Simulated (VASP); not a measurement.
Here is a VASP 6.6.1 calculation.

Contents of POSCAR:

```
MoS2
1.0
    3.1848813116      0.0000000000      0.0000000000
   -1.5924406558      2.7581881239      0.0000000000
    0.0000000000      0.0000000000     35.7371674892
Mo S
4 8
Direct
    0.6666666667      0.3333333333      0.9092695347
    0.6666666667      0.3333333333      0.2722889765
    0.3333333333      0.6666666667      0.7277110235
    0.3333333333      0.6666666667      0.0907304653
    0.3333333333      0.6666666667      0.9527057025
    0.3333333333      0.6666666667      0.3157060309
    0.6666666667      0.3333333333      0.7711492266
    0.6666666667      0.3333333333      0.1341662182
    0.3333333333      0.6666666667      0.8658337818
    0.3333333333      0.6666666667      0.2288507734
    0.6666666667      0.3333333333      0.6842939691
    0.6666666667      0.3333333333      0.0472942975
```

The input INCAR.step1:

```
  PREC = Accurate
  ENCUT = 520
  ISMEAR = 0
  SIGMA = 0.02
  LREAL = F
  LASPH = T
  NELM = 60
  NBANDS = 64
  GGA = PE
  ALGO = Normal
  EDIFF = 1E-4
  LWAVE = T
  LCHARG = F
```

File INCAR.step2:

```
  PREC = Accurate
  ENCUT = 520
  EDIFF = 1E-6
  ISMEAR = 0
  SIGMA = 0.02
  LREAL = F
  LASPH = T
  NELM = 60
  ALGO = Normal
  ISIF = 2
  LWAVE = F
  LCHARG = T
  METAGGA = R2SCAN
  LMIXTAU = T
  LELF = T
  LVHAR = T
  NBANDS = 64
  ISTART = 1
```

The input KPOINTS:

```
Automatic mesh
0
Gamma
  12 12 1
```

Potentials or basis: VASP PAW PBE potentials, release 64 (Mo_sv, S).

The run is started by

```bash
$ cat potpaw_PBE.64/Mo_sv/POTCAR potpaw_PBE.64/S/POTCAR > POTCAR
$ cp INCAR.step1 INCAR
$ mpirun -np 1 vasp_std > vasp.out
$ cp INCAR.step2 INCAR
$ mpirun -np 1 vasp_std > vasp.out
```

**Question.** Estimate the band gap on the k mesh.

**Answer.** 1.23 eV (least direct gap 1.74 eV).

**Question.** Predict the largest force.

**Answer.** 0.009 eV/Å.

Forces in eV/Å, atoms in the order of the input:
```
Mo   0.000  0.000  0.000
Mo   0.000  0.000  0.000
Mo   0.000  0.000  0.000
Mo   0.000  0.000  0.000
S    0.000  0.000  0.007
S    0.000  0.000  0.009
S    0.000  0.000  0.008
S    0.000  0.000  0.007
S    0.000  0.000 -0.007
S    0.000  0.000 -0.008
S    0.000  0.000 -0.009
S    0.000  0.000 -0.007
```

Caveat: there is no dipole correction, which matters where the two faces differ; the PAW data sets were made with another functional, which shifts forces and pressure a little.
